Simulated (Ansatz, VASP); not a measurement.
# One calculation of ScAl3, two programs

File INCAR:

```
SYSTEM = ScAl3
  PREC = Accurate
  ENCUT = 520
  EDIFF = 1E-6
  ISMEAR = 0
  SIGMA = 0.15
  LREAL = .FALSE.
  LASPH = .TRUE.
  NELM = 100
  ALGO = Fast
  ISIF = 2
  LWAVE = .FALSE.
  LCHARG = .TRUE.
  GGA = PS
  LELF = .TRUE.
  LVHAR = .TRUE.
  NBANDS = 18
```

File KPOINTS:

```
Automatic mesh
0
G
  12 12 12
  0 0 0
```

POSCAR

```
ScAl3
1.0
    3.7455947268      0.0000000000      0.0000000000
    0.0000000000      3.7455947268      0.0000000000
    0.0000000000      0.0000000000      4.2341505607
Sc Al
1 3
Direct
    0.0000000000      0.0000000000      0.0000000000
    0.5000000000      0.0000000000      0.5000000000
    0.0000000000      0.5000000000      0.5000000000
    0.5000000000      0.5000000000      0.0000000000
```

Input for Ansatz:

```yaml
crystal:
  lattice:
    - [3.7455947268, 0.0, 0.0]
    - [0.0, 3.7455947268, 0.0]
    - [0.0, 0.0, 4.2341505607]
  atoms:
    - { symbol: Sc, position: [0.0, 0.0, 0.0] }
    - { symbol: Al, position: [0.5, 0.0, 0.5] }
    - { symbol: Al, position: [0.0, 0.5, 0.5] }
    - { symbol: Al, position: [0.5, 0.5, 0.0] }
basis:
  ecutwfc: 420
kpoints:
  mp_grid: { grid: [12, 12, 12] }
hamiltonian:
  xc: pbesol
scf:
  occupations: { method: gaussian, width: 0.15 }
output:
  forces: true
  stress: true
  eigenvalues: true
```

Change from the starting cell: strain -0.080 along x and y, +0.040 along z, atoms carried along.

Alike in both runs: task single point; functional PBEsol; k mesh 12 × 12 × 12; occupations gaussian, width 0.15 eV; no spin polarisation.

|  | VASP | Ansatz |
| --- | --- | --- |
| version | VASP 6.6.1 | Ansatz 0.2.0 |
| potentials or method | VASP PAW PBE potentials, release 64 (Sc_sv, Al), cutoff 520 eV | scalar-relativistic, plane waves, PAW |
| valence electrons in the cell | 20 | 20 |

|  | VASP | Ansatz | Ansatz less VASP |
| --- | --- | --- | --- |
| gap on the k mesh at the Fermi level (eV) | none | none | - |
| pressure (GPa) | 16.6 | 16.4 | -0.17 |
| traceless stress, the component that is largest in VASP (GPa) | -16.80 | -16.76 | +0.038 |

VASP's potentials were made for PBE, not for PBEsol. A gap of «none» marks a metal or a gap that the smearing closes.
